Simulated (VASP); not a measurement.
A run of VASP 6.6.1 is set up as follows.

INCAR

```
SYSTEM = ZnSn2N2
ALGO     = Normal         ! electronic algorithm
EDIFF    = 1E-7           ! SCF threshold, eV
ENCUT    = 520            ! plane-wave cutoff, eV
GGA      = PE             ! functional
ISIF     = 2              ! what is computed and relaxed
ISMEAR   = -1             ! smearing method
LASPH    = .TRUE.         ! aspherical terms in the spheres
LCHARG   = .TRUE.         ! write CHGCAR
LELF     = .TRUE.         ! ELF
LREAL    = .FALSE.        ! projectors in reciprocal space
LVHAR    = .TRUE.       
LWAVE    = .FALSE.        ! write WAVECAR
NBANDS   = 33             ! bands
NELM     = 60             ! most SCF steps
PREC     = Accurate       ! precision mode
SIGMA    = 0.05           ! smearing width, eV
```

The input KPOINTS:

```
k-points
0
G
  7 7 3
  0 0 0
```

Contents of POSCAR:

```
ZnSn2N2
1.0
    3.3523260000      0.0000000000      0.0000000000
    0.0000000000      3.3523260000      0.0000000000
    0.0000000000      0.0000000000      8.2254931800
Sn Zn N
2 1 2
Direct
    0.5000000000      0.5000000000      0.3014683672
    0.5000000000      0.5000000000      0.6985316328
    0.0000000000      0.0000000000      0.0000000000
    0.0000000000      0.5000000000      0.8564218526
    0.5000000000      0.0000000000      0.1435781474
```

Potentials or basis: VASP PAW PBE potentials, release 64 (Sn_d, Zn, N).

The run is started by

```bash
$ cat potpaw_PBE.64/Sn_d/POTCAR potpaw_PBE.64/Zn/POTCAR potpaw_PBE.64/N/POTCAR > POTCAR
$ mpirun -np 1 vasp_std > vasp.out
```

**Question.** Estimate the band gap on the k mesh.

**Answer.** Zero (bands 25 and 26 overlap by 1.02 eV).

**Question.** What does it give for the pressure?

**Answer.** -0.9 GPa.

**Question.** Estimate the largest force.

**Answer.** 0.023 eV/Å.

Stress tensor (GPa, compression positive):
```
-0.55  0.00  0.00
 0.00 -0.55  0.00
 0.00  0.00 -1.73
```

Caveat: spin-orbit coupling is left out, which moves the levels of the heavy elements.
